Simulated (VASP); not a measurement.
# HfBr2F2 (I4/mmm) in VASP: single point with PBE

Aim: the single point of HfBr2F2 with PBE.

All numbers are computed with VASP 6.6.1; they aren't measurements. Logs are shortened: lines on timing, memory, paths and dates and some standing lists are left out, and cuts for length are marked.

**1. The cell of the first run**

It takes space group I4/mmm (No. 139, tetragonal). Conventional cell: a = 4.345 Å, b = 4.345 Å, c = 12.491 Å, α = 90.00°, β = 90.00°, γ = 90.00°. Hf (site symmetry 4/mmm) has 8 F at 3.35 Å and 8 Br at 3.80 Å and 4 Hf at 4.34 Å within 4.4 Å. Br (site symmetry -4m2) has 4 F at 2.81 Å and 4 Br at 3.07 Å and 4 Hf at 3.80 Å within 3.9 Å. Within 3.5 Å of F (site symmetry 4mm) lie 1 F at 2.67 Å and 4 Br at 2.81 Å and 4 Hf at 3.35 Å.

The cell was built from a structure type or drawn by symmetry, and may not be a known phase.

**2. Single point, PBE**

File INCAR:

```
PREC = Accurate
ENCUT = 520
EDIFF = 1E-7
ISMEAR = 0
SIGMA = 0.1
LREAL = False
LASPH = True
NELM = 100
ALGO = Normal
ISIF = 2
LWAVE = False
LCHARG = False
GGA = PE
NBANDS = 27
```

File KPOINTS:

```
Automatic mesh
0
Gamma
  6 6 6
```

File POSCAR:

```
HfBr2F2
1.0
   -2.1722620600      2.1722620600      6.2454016700
    2.1722620600     -2.1722620600      6.2454016700
    2.1722620600      2.1722620600     -6.2454016700
Hf Br F
1 2 2
Direct
    0.0000000000      0.0000000000      0.0000000000
    0.7500000000      0.2500000000      0.5000000000
    0.2500000000      0.7500000000      0.5000000000
    0.6068760200      0.6068760200      0.0000000000
    0.3931239800      0.3931239800      0.0000000000
```

Potentials or basis: VASP PAW PBE potentials, release 64 (Hf_pv, Br, F).

The run is started by

```console
$ cat potpaw_PBE.64/Hf_pv/POTCAR potpaw_PBE.64/Br/POTCAR potpaw_PBE.64/F/POTCAR > POTCAR
$ mpirun -np 1 vasp_std > vasp.out
```

OUTCAR:

```text
PREC = Accurate
   ENCUT = 520
   EDIFF = 1E-7
   ISMEAR = 0
   LREAL = False
   LASPH = True
   NELM = 100
   ISIF = 2
   GGA = PE

 ion  position               nearest neighbor table
   1  0.000  0.000  0.000-
   2  0.750  0.250  0.500-
   3  0.250  0.750  0.500-
   4  0.607  0.607  0.000-
   5  0.393  0.393  0.000-

  LATTYP: Found a body centered tetragonal cell.
 ALAT       =     4.3445241200
 C/A-ratio  =     2.8750682457

  Lattice vectors:

 A1 = (  -2.1722620600,   2.1722620600,   6.2454016700)
 A2 = (   2.1722620600,  -2.1722620600,   6.2454016700)
 A3 = (   2.1722620600,   2.1722620600,  -6.2454016700)

Analysis of symmetry for initial positions (statically):
=====================================================================
 Subroutine PRICEL returns:
 Original cell was already a primitive cell.

 Routine SETGRP: Setting up the symmetry group for a
 body centered tetragonal supercell.

 Subroutine GETGRP returns: Found 16 space group operations
 (whereof 16 operations were pure point group operations)
 out of a pool of 16 trial point group operations.

The static configuration has the point symmetry D_4h.

Analysis of symmetry for dynamics (positions and initial velocities):
=====================================================================
 Subroutine PRICEL returns:
 Original cell was already a primitive cell.

 Routine SETGRP: Setting up the symmetry group for a
 body centered tetragonal supercell.

 Subroutine GETGRP returns: Found 16 space group operations
 (whereof 16 operations were pure point group operations)
 out of a pool of 16 trial point group operations.

The dynamic configuration has the point symmetry D_4h.

 Subroutine INISYM returns: Found 16 space group operations
 (whereof 16 operations are pure point group operations),
 and found     1 'primitive' translations

----------------------------------------------------------------------------------------

                                     Primitive cell

  volume of cell :     117.8813

  direct lattice vectors                    reciprocal lattice vectors
    -2.172262060  2.172262060  6.245401670     0.000000000  0.230174807  0.080058902
     2.172262060 -2.172262060  6.245401670     0.230174807  0.000000000  0.080058902
     2.172262060  2.172262060 -6.245401670     0.230174807  0.230174807  0.000000000

  length of vectors
     6.960063716  6.960063716  6.960063716     0.243700368  0.243700368  0.325516334

  position of ions in fractional coordinates (direct lattice)
     0.000000000  0.000000000  0.000000000
     0.750000000  0.250000000  0.500000000
     0.250000000  0.750000000  0.500000000
     0.606876020  0.606876020  0.000000000
     0.393123980  0.393123980  0.000000000

  ion indices of the primitive-cell ions
   primitive index   ion index
                 1           1
                 2           2
                 3           3
                 4           4
                 5           5

----------------------------------------------------------------------------------------

 KPOINTS: Automatic mesh

Automatic generation of k-mesh.
 Grid dimensions read from file:
 generate k-points for:    6    6    6

 Generating k-lattice:

  Cartesian coordinates                     Fractional coordinates (reciprocal lattice)
     0.000000000  0.038362468  0.013343150     0.166666667  0.000000000  0.000000000
     0.038362468  0.000000000  0.013343150     0.000000000  0.166666667  0.000000000
     0.038362468  0.038362468  0.000000000     0.000000000  0.000000000  0.166666667

  Length of vectors
     0.040616728  0.040616728  0.054252722

  Shift w.r.t. Gamma in fractional coordinates (k-lattice)
     0.000000000  0.000000000  0.000000000

 Subroutine IBZKPT returns following result:
 ===========================================

 Found     30 irreducible k-points:

 Following reciprocal coordinates:
            Coordinates               Weight
  0.000000  0.000000  0.000000      1.000000
  0.166667 -0.000000  0.000000      8.000000
  0.333333 -0.000000  0.000000      8.000000
  0.500000  0.000000  0.000000      4.000000
  0.166667  0.166667  0.000000      8.000000
  0.333333  0.166667  0.000000     16.000000
[... 16 lines left out ...]
 -0.333333 -0.333333  0.166667      8.000000
 -0.166667 -0.333333  0.166667      8.000000
 [... further k-points ...]
   k-points           NKPTS =     30   k-points in BZ     NKDIM =     30   number of bands    NBANDS=     27
   number of dos      NEDOS =    301   number of ions     NIONS =      5
   total plane-waves  NPLWV = 157464
   dimension x,y,z NGX =    54 NGY =   54 NGZ =   54
   dimension x,y,z NGXF=   108 NGYF=  108 NGZF=  108
   ions per type =               1   2   2
   NGX,Y,Z   is equivalent  to a cutoff of  12.90, 12.90, 12.90 a.u.
   NGXF,Y,Z  is equivalent  to a cutoff of  25.80, 25.80, 25.80 a.u.
 SYSTEM =  unknown system
   PREC   = accura    normal or accurate (medium, high low for compatibility)
   ISTART =      0    job   : 0-new  1-cont  2-samecut
   ICHARG =      2    charge: 1-file 2-atom 10-const
   ISPIN  =      1    spin polarized calculation?
   LNONCOLLINEAR =      F non collinear calculations
   LSORBIT =      F    spin-orbit coupling
   LASPH  =      T    aspherical Exc in radial PAW
   ENCUT  =  520.0 eV  38.22 Ry    6.18 a.u.  12.94 12.94 12.94*2*pi/ulx,y,z
   NELM   =    100;   NELMIN=  2; NELMDL= -5     # of ELM steps
   EDIFF  = 0.1E-06   stopping-criterion for ELM
   LREAL  =      F    real-space projection
   EDIFFG = 0.1E-05   stopping-criterion for IOM
   NSW    =      0    number of steps for IOM
   IBRION =     -1    ionic relax: 0-MD 1-quasi-New 2-CG
   NFREE  =      0    steps in history (QN), initial steepest desc. (CG)
   ISIF   =      2    stress and relaxation
   ISYM   =      2    0-nonsym 1-usesym 2-fastsym
   POTIM  = 0.5000    time-step for ionic-motion
   TEBEG  =    0.0;   TEEND  =   0.0 temperature during run
   PSTRESS=    0.0 pullay stress
   NELECT =      38.0000    total number of electrons
   NUPDOWN=      -1.0000    fix difference up-down
   EMIN   =  10.00;   EMAX   =-10.00  energy-range for DOS
   EFERMI =   0.00;   METHOD = LEGACY
   ISMEAR =     0;   SIGMA  =   0.10  broadening in eV -4-tet -1-fermi 0-gaus
   EFERMI_NEDOS =   21; number of points for ismear=-14 and -15
   IALGO  =     38    algorithm
   IMIX   =      4    mixing-type and parameters
     AMIX     =   0.40;   BMIX     =  1.00
     AMIX_MAG =   1.60;   BMIX_MAG =  1.00
  volume/ion in A,a.u.               =      23.58       159.10
  Fermi-wavevector in a.u.,A,eV,Ry     =   1.122504  2.121224 17.143537  1.260014
  Thomas-Fermi vector in A             =   2.259164
   LORBIT       =      0    0 simple, 1 ext, 2 COOP (PROOUT), +10 PAW based schemes
   GGA     = PE    functional components
   LHFCALC =     F    Hartree Fock is set to
   AEXX    =    0.0000 exact exchange contribution
   IVDW    =     0    specifies the selected vdW correction
   LEPSILON=     F    determine dielectric tensor
   LRPA    =     F    only Hartree local field effects (RPA)
 non-spin polarized calculation
 Gauss-broadening in eV      SIGMA  =   0.10
  energy-cutoff  :      520.00
  volume of cell :      117.88
 maximum number of plane-waves:      3208
 NGX is ok and might be reduce to    54
   NGX = 25   NGY = 25   NGZ = 25

 number of electron      38.0000009 magnetization

 Free energy of the ion-electron system (eV)
  ---------------------------------------------------
  ext. energy  EPLUGINS =         0.00000000
  ---------------------------------------------------
  free energy    TOTEN  =       -15.91932571 eV

  energy without entropy =      -15.88395736  energy(sigma->0) =      -15.90164154

 E-fermi :   1.3905     XC(G=0):  -8.9888

 val. band max:        1.3741168125   @ k =  -0.3333   0.5000   0.3333
 cond. band min:       1.3961471899   @ k =  -0.3333  -0.3333   0.1667
 fundamental gap:      0.0220303774
 Fermi energy:         1.3904728151

 k-point     1 :       0.0000    0.0000    0.0000
  band No.  band energies     occupation
      1     -32.6842      2.00000
      2     -32.4724      2.00000
      3     -32.4724      2.00000
      4     -19.5570      2.00000
      5     -19.3538      2.00000
      6     -13.9492      2.00000
[... 19 lines left out ...]
     26       6.8653      0.00000
     27       8.7816      0.00000

 k-point     2 :       0.1667   -0.0000    0.0000
  band No.  band energies     occupation
      1     -32.6840      2.00000
      2     -32.4743      2.00000
      3     -32.4723      2.00000
      4     -19.5482      2.00000
      5     -19.3550      2.00000
      6     -13.8541      2.00000
[... 19 lines left out ...]
     26       6.8849      0.00000
     27       7.8594      0.00000

 k-point     3 :       0.3333   -0.0000    0.0000
  band No.  band energies     occupation
      1     -32.6837      2.00000
      2     -32.4783      2.00000
      3     -32.4720      2.00000
      4     -19.5309      2.00000
      5     -19.3576      2.00000
      6     -13.5817      2.00000
[... 19 lines left out ...]
     26       5.9426      0.00000
     27       6.9685      0.00000

 k-point     4 :       0.5000    0.0000    0.0000
  band No.  band energies     occupation
      1     -32.6836      2.00000
      2     -32.4802      2.00000
      3     -32.4719      2.00000
      4     -19.5218      2.00000
      5     -19.3591      2.00000
      6     -13.1766      2.00000
[... 19 lines left out ...]
     26       4.9023      0.00000
     27       6.8954      0.00000
[... 516 lines left out ...]
      4     -19.5225      2.00000
      5     -19.3665      2.00000
      6     -13.5778      2.00000
[... 19 lines left out ...]
     26       5.8945      0.00000
     27       6.6476      0.00000

 k-point    23 :      -0.3333   -0.3333    0.1667
  band No.  band energies     occupation
      1     -32.6839      2.00000
      2     -32.4742      2.00000
      3     -32.4742      2.00000
      4     -19.5258      2.00000
      5     -19.3715      2.00000
      6     -13.7615      2.00000
[... 19 lines left out ...]
     26       6.1276      0.00000
     27       7.9821      0.00000

 k-point    24 :      -0.1667   -0.3333    0.1667
  band No.  band energies     occupation
      1     -32.6840      2.00000
      2     -32.4743      2.00000
      3     -32.4723      2.00000
      4     -19.5367      2.00000
      5     -19.3675      2.00000
      6     -13.8497      2.00000
[... 19 lines left out ...]
     26       6.3395      0.00000
     27       7.9427      0.00000

 [... further k-points ...]

------------------------ aborting loop because EDIFF is reached ----------------------------------------

  FORCE on cell =-STRESS in cart. coord.  units (eV):
  Direction    XX          YY          ZZ          XY          YZ          ZX
  --------------------------------------------------------------------------------------
  -------------------------------------------------------------------------------------
  Total       -7.1135198     -7.1135198     -6.6503224      0.0000000      0.0000000      0.0000000
  in kB      -96.6830466    -96.6830466    -90.3875219      0.0000000      0.0000000      0.0000000
  external PRESSURE =     -94.5845384 kB  Pullay stress =       0.0000000 kB

 VOLUME and BASIS-vectors are now :
 -----------------------------------------------------------------------------
  energy-cutoff  :      520.00
  volume of cell :      117.88
      direct lattice vectors                 reciprocal lattice vectors
    -2.172262060  2.172262060  6.245401670     0.000000000  0.230174807  0.080058902
     2.172262060 -2.172262060  6.245401670     0.230174807  0.000000000  0.080058902
     2.172262060  2.172262060 -6.245401670     0.230174807  0.230174807  0.000000000

 POSITION                                       TOTAL-FORCE (eV/Angst)
 -----------------------------------------------------------------------------------
      0.00000      0.00000      0.00000         0.000000      0.000000      0.000000
     -0.00000      2.17226      3.12270         0.000000      0.000000      0.000000
      2.17226     -0.00000      3.12270         0.000000      0.000000      0.000000
      0.00000      0.00000      7.58037        -0.000000     -0.000000     -1.298176
      0.00000      0.00000      4.91043        -0.000000     -0.000000      1.298176
 -----------------------------------------------------------------------------------
    total drift:                               -0.000000      0.000000     -0.000000

  FREE ENERGIE OF THE ION-ELECTRON SYSTEM (eV)
  ---------------------------------------------------
  free  energy   TOTEN  =       -15.9193257141 eV

  energy  without entropy=      -15.8839573586  energy(sigma->0) =      -15.90164154
```

It took 8.4 min on 1 thread of Intel Xeon 8259CL, shared host; peak memory 0.45 GiB.

Results:

```
Free energy            : -15.9193 eV
Pressure               : -9.5 GPa
Largest force          : 1.298 eV/Å
Band gap on the k mesh : zero (bands 19 and 20 overlap by 0.78 eV)
```

Forces in eV/Å, atoms in the order of the input:
```
Hf   0.000  0.000  0.000
Br   0.000  0.000  0.000
Br   0.000  0.000  0.000
F    0.000  0.000 -1.298
F    0.000  0.000  1.298
```

Levels at points of the mesh, in eV from the Fermi level:
| k point | band 17 | band 18 | band 19 | band 20 | band 21 | band 22 |
| --- | --- | --- | --- | --- | --- | --- |
| (0.00, 0.00, 0.00) | -1.56 | -1.04 | 0.05 | 0.10 | 0.17 | 0.17 |
| (0.50, 0.00, 0.00) | -1.40 | -1.34 | -1.07 | -0.10 | 0.35 | 0.56 |
| (0.50, 0.50, 0.00) | -0.80 | 0.06 | 0.47 | 0.64 | 0.66 | 0.70 |
| (0.50, 0.50, 0.50) | -1.47 | -0.50 | -0.21 | -0.12 | -0.12 | 0.85 |

Caveat: the cell stands under tension; spin-orbit coupling is left out, which moves the levels of the heavy elements; forces of over 1 eV/Å act on the atoms, so gaps and moduli don't describe the material at rest.
